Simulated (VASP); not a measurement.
Ag, 2 atoms in the cell. It takes space group Fd-3m (No. 227, cubic). The conventional cell has a = 6.193 Å, b = 6.193 Å, c = 6.193 Å, α = 90.00°, β = 90.00°, γ = 90.00°. Ag (site symmetry -43m) has 4 Ag at 2.68 Å within 3.5 Å.  This cell differs from its parent crystal: volume scaled by 1.08.

```yaml
Program: VASP 6.6.1
Task: single point
Functional: PBEsol
Potentials_or_basis: VASP PAW PBE potentials, release 64 (Ag)
Cutoff: 520 eV
k_mesh: 10 × 10 × 10
Occupations: fermi-dirac, width 0.1 eV
Spin: no spin polarisation
Dipole_correction: no
Further_INCAR_settings: ALGO = Normal; EDIFF = 1e-06; NBANDS = 18
```

Potentials or basis: VASP PAW PBE potentials, release 64 (Ag).

Run with:

```console
$ cat potpaw_PBE.64/Ag/POTCAR > POTCAR
$ mpirun -np 1 vasp_std > vasp.out
```

Hardware: 1 thread of Intel Xeon 8259CL, with other jobs on the host.

Problem. Estimate the wall time of this run.

Solution. It took 60 s on 1 thread of Intel Xeon 8259CL (shared host), peak memory 0.22 GiB. Counts: scf iterations 11, k points 47.
